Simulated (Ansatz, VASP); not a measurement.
**One calculation of MgB2, two programs**

```
CELL_PARAMETERS angstrom
3.07539 0.00000 0.00000
-1.53769 2.66337 0.00000
0.00000 0.00000 3.52453
ATOMIC_POSITIONS crystal
Mg 0.00000 0.00000 0.00000
B 0.33333 0.66667 0.50000
B 0.66667 0.33333 0.50000
```

Change from the starting cell: the structure that the rattled tetragonal zirconia type (P4_2/nmc, No. 137) fell into.

Alike in both runs: functional PBE; k mesh 18 × 18 × 14; occupations gaussian, width 0.1 eV; no spin polarisation.

Ansatz relaxed the structure, and its values are those at the end. VASP's run is a single point on that final structure, the one shown.

|  | VASP | Ansatz |
| --- | --- | --- |
| version | VASP 6.6.1 | Ansatz 0.2.0 |
| potentials or method | VASP PAW PBE potentials, release 64 (Mg, B), cutoff 520 eV | scalar-relativistic, plane waves, PAW |
| valence electrons in the cell | 8 | 16 |

Ansatz gave:

* gap on the k mesh at the Fermi level (eV): none
* pressure (GPa): 0.0

**Question.** Estimate VASP's values.

**Answer.** gap on the k mesh at the Fermi level (eV): none; pressure (GPa): -0.3.

A gap of «none» marks a metal or a gap that the smearing closes. VASP's potentials hold 8 valence electrons a cell and Ansatz's 16, so a difference there can come from the potentials and not from the codes.
